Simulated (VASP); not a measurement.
Runs of VASP 6.6.1 on TiC. The structure is that of space group P-6m2 (No. 187), or close to it. The cells are those of the table. 

```csv
task,level,U,cell,k mesh,cutoff (eV),grid for exact exchange (PRECFOCK),share of exact exchange,gap on the mesh (eV),pressure (GPa),relaxed volume (Å³/atom)
relaxation of cell and atoms,r2SCAN,-,"relaxed from a = 3.042, b = 3.042, c = 2.698 Å, angles 90.0, 90.0, 120.0°, 2 atoms",10 × 10 × 10,600,-,-,none,0.0,(a)
single point,PBEsol-based global hybrid with 25 % exact exchange,-,"a = 3.017, b = 3.017, c = 2.641 Å, angles 90.0, 90.0, 120.0°, 2 atoms",5 × 5 × 5,520,Normal,0.25,none,-0.3,-
relaxation of cell and atoms,r2SCAN+U,Ti d U = 6.0 eV,"relaxed from a = 3.042, b = 3.042, c = 2.698 Å, angles 90.0, 90.0, 120.0°, 2 atoms",10 × 10 × 10,600,-,-,none,-0.1,11.50
single point,PBEsol-based global hybrid with 25 % exact exchange,-,"a = 3.042, b = 3.042, c = 2.698 Å, angles 90.0, 90.0, 120.0°, 2 atoms",5 × 5 × 5,520,Normal,0.25,none,-9.6,-
```

Alike in all rows: potentials or basis VASP PAW PBE potentials, release 64 (Ti_sv, C); no spin polarisation; smearing fermi-dirac 0.05 eV.

Task: Fill in the values left out.

Result: (a) 10.79.

Caveats: some runs use coarse meshes; the PAW data sets were made with another functional, which shifts forces and pressure a little; U without spin polarisation on a metal has little footing (at least some runs); the U is typed as a test and isn't derived for this compound (at least some runs).

A gap of «none» marks levels without a gap at the run's occupations.
